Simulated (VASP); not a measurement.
# Si in VASP: a series of runs, part 2 of 2

VASP 6.6.1.

## 3. Single point, LDA

The input, INCAR:

```
ALGO     = Normal         # electronic algorithm
DIPOL    = 0.5 0.5 0.500
EDIFF    = 1E-6           # SCF threshold, eV
ENCUT    = 520            # plane-wave cutoff, eV
GGA      = CA             # functional
IDIPOL   = 3            
ISIF     = 2              # what is computed and relaxed
ISMEAR   = 0              # smearing method
LASPH    = True           # aspherical terms in the spheres
LCHARG   = True           # write CHGCAR
LDIPOL   = True         
LELF     = True           # ELF
LREAL    = False          # projectors in reciprocal space
LVACPOTAV= True         
LVHAR    = True         
LWAVE    = False          # write WAVECAR
NBANDS   = 11             # bands
NELM     = 100            # most SCF steps
PREC     = Accurate       # precision mode
SIGMA    = 0.1            # smearing width, eV
```

The input, KPOINTS:

```
k-points
0
Gamma
  15 15 1
```

The input, POSCAR:

```
Si
1.0
    3.9540000000      0.0000000000      0.0000000000
   -1.9770000000      3.4242644466      0.0000000000
    0.0000000000      0.0000000000     28.0000000000
Si
2
Direct
    0.3333333333      0.6666666667      0.5127500000
    0.6666666667      0.3333333333      0.4872500000
```

Potentials or basis: VASP PAW LDA potentials, release 64 (Si).

Launch:

```bash
$ cat potpaw_LDA.64/Si/POTCAR > POTCAR
$ mpirun -np 1 vasp_std > vasp.out
```

OUTCAR:

```text
EDIFF = 1E-6
   ENCUT = 520
   GGA = CA
   ISIF = 2
   ISMEAR = 0
   LASPH = True
   LREAL = False
   NELM = 100
   PREC = Accurate

 ion  position               nearest neighbor table
   1  0.333  0.667  0.513-   2 2.39   2 2.39   2 2.39
   2  0.667  0.333  0.487-   1 2.39   1 2.39   1 2.39

  LATTYP: Found a hexagonal cell.
 ALAT       =     3.9540000000
 C/A-ratio  =     7.0814365200

  Lattice vectors:

 A1 = (   3.9540000000,   0.0000000000,   0.0000000000)
 A2 = (  -1.9770000000,   3.4242644466,   0.0000000000)
 A3 = (   0.0000000000,   0.0000000000,  28.0000000000)

Analysis of symmetry for initial positions (statically):
=====================================================================
 Subroutine PRICEL returns:
 Original cell was already a primitive cell.

 Routine SETGRP: Setting up the symmetry group for a
 hexagonal supercell.

 Subroutine GETGRP returns: Found 12 space group operations
 (whereof 12 operations were pure point group operations)
 out of a pool of 24 trial point group operations.

The static configuration has the point symmetry D_3d.

Analysis of symmetry for dynamics (positions and initial velocities):
=====================================================================
 Subroutine PRICEL returns:
 Original cell was already a primitive cell.

 Routine SETGRP: Setting up the symmetry group for a
 hexagonal supercell.

 Subroutine GETGRP returns: Found 12 space group operations
 (whereof 12 operations were pure point group operations)
 out of a pool of 24 trial point group operations.

The dynamic configuration has the point symmetry D_3d.

 Subroutine INISYM returns: Found 12 space group operations
 (whereof 12 operations are pure point group operations),
 and found     1 'primitive' translations

----------------------------------------------------------------------------------------

                                     Primitive cell

  volume of cell :     379.1072

[... 114 lines left out ...]
   LHFCALC =     F    Hartree Fock is set to
   AEXX    =    0.0000 exact exchange contribution
   IVDW    =     0    specifies the selected vdW correction
   LEPSILON=     F    determine dielectric tensor
   LRPA    =     F    only Hartree local field effects (RPA)
 non-spin polarized calculation
 Gauss-broadening in eV      SIGMA  =   0.10
  energy-cutoff  :      520.00
  volume of cell :      379.11
 maximum number of plane-waves:     10299
 NGX is ok and might be reduce to    30
   NGX = 15   NGY = 15   NGZ =105

 dipolmoment           0.000000      0.000000      0.000000 electrons x Angstroem

 number of electron       7.9999999 magnetization

 dipolmoment           0.000000      0.000000     -0.000000 electrons x Angstroem

 Free energy of the ion-electron system (eV)
  ---------------------------------------------------
  ext. energy  EPLUGINS =         0.00000000
  ---------------------------------------------------
  free energy    TOTEN  =       -10.16540726 eV

  energy without entropy =      -10.16440425  energy(sigma->0) =      -10.16490576

 E-fermi :  -3.7039     XC(G=0):  -1.6043

 val. band max:       -4.1037495741   @ k =   0.3333   0.2667   0.0000
 cond. band min:      -3.7038846850   @ k =   0.3333   0.3333   0.0000
 fundamental gap:      0.3998648892
 Fermi energy:        -3.7038847164

 k-point     1 :       0.0000    0.0000    0.0000
  band No.  band energies     occupation
      1     -13.9536      2.00000
      2      -6.8191      2.00000
      3      -4.2785      2.00000
      4      -4.2785      2.00000
      5      -1.9541      0.00000
      6      -1.6259      0.00000
      7      -0.3640      0.00000
      8      -0.3640      0.00000
      9       0.8588      0.00000
     10       1.0861      0.00000
     11       1.4392      0.00000
[... 309 lines left out ...]
 k-point    24 :       0.4000    0.2000    0.0000
  band No.  band energies     occupation
      1     -11.5209      2.00000
      2     -10.3682      2.00000
      3      -6.9363      2.00000
      4      -4.2679      2.00000
      5      -3.2521      0.00000
      6       0.0473      0.00000
      7       0.5148      0.00000
      8       2.2968      0.00000
      9       2.7868      0.00000
     10       3.9589      0.00000
     11       4.2072      0.00000

 [... further k-points ...]
[... 5 lines left out ...]
  --------------------------------------------------------------------------------------
  -------------------------------------------------------------------------------------
  Total       -3.1193018     -3.1193018     -0.7626622      0.0000000      0.0000000      0.0000000
  in kB      -13.1827491    -13.1827491     -3.2231520      0.0000000      0.0000000      0.0000000
  external PRESSURE =      -9.8628834 kB  Pullay stress =       0.0000000 kB

 VOLUME and BASIS-vectors are now :
 -----------------------------------------------------------------------------
  energy-cutoff  :      520.00
  volume of cell :      379.11
      direct lattice vectors                 reciprocal lattice vectors
     3.954000000  0.000000000  0.000000000     0.252908447  0.146016760  0.000000000
    -1.977000000  3.424264447  0.000000000     0.000000000  0.292033520  0.000000000
     0.000000000  0.000000000 28.000000000     0.000000000  0.000000000  0.035714286

 POSITION                                       TOTAL-FORCE (eV/Angst)
 -----------------------------------------------------------------------------------
     -0.00000      2.28284     14.35700         0.000000      0.000000     -1.063642
      1.97700      1.14142     13.64300        -0.000000     -0.000000      1.063642
 -----------------------------------------------------------------------------------
    total drift:                                0.000000     -0.000000      0.000000

  FREE ENERGIE OF THE ION-ELECTRON SYSTEM (eV)
  ---------------------------------------------------
  free  energy   TOTEN  =       -10.1654072585 eV

  energy  without entropy=      -10.1644042516  energy(sigma->0) =      -10.16490576

 vacuum level on the upper side and lower side of the slab         1.134         1.134
```

stdout:

```text
POSCAR found type information on POSCAR Si
 POSCAR found :  1 types and       2 ions
 scaLAPACK will be used
 LDA part: xc-table for (Slater(with rela. corr.)+CA(PZ))
 , standard interpolation
 POSCAR, INCAR and KPOINTS ok, starting setup
 FFT: planning ... GRIDC
 FFT: planning ... GRID_SOFT
 FFT: planning ... GRID
 WAVECAR not read
 entering main loop
 -----------------------------------------------------------------------------
|                                                                             |
|           W    W    AA    RRRRR   N    N  II  N    N   GGGG   !!!           |
|           W    W   A  A   R    R  NN   N  II  NN   N  G    G  !!!           |
|           W    W  A    A  R    R  N N  N  II  N N  N  G       !!!           |
|           W WW W  AAAAAA  RRRRR   N  N N  II  N  N N  G  GGG   !            |
|           WW  WW  A    A  R   R   N   NN  II  N   NN  G    G                |
|           W    W  A    A  R    R  N    N  II  N    N   GGGG   !!!           |
|                                                                             |
|     Did not find any points to average over, which means that no vacuum     |
|     field-free region was found. Please increase the size of  your cell     |
|     in the dimension of the dipole correction to obtain accurate            |
|     workfunction values.                                                    |
|                                                                             |
 -----------------------------------------------------------------------------
```

Wall time 3.1 min (1 thread of Intel Xeon 6975P-C, shared host); peak memory 0.37 GiB.

Results:

- Free energy: -10.1654 eV
- Largest force: 1.064 eV/Å
- Band gap on the k mesh: zero (filled and empty bands touch)

Forces in eV/Å, atoms in the order of the input:
```
Si   0.000  0.000 -1.064
Si   0.000  0.000  1.064
```

Levels at points of the mesh, in eV from the Fermi level:
```csv
k point,band 2,band 3,band 4,band 5,band 6,band 7
"(0.00, 0.00, 0.00)",-3.12,-0.57,-0.57,1.75,2.08,3.34
```
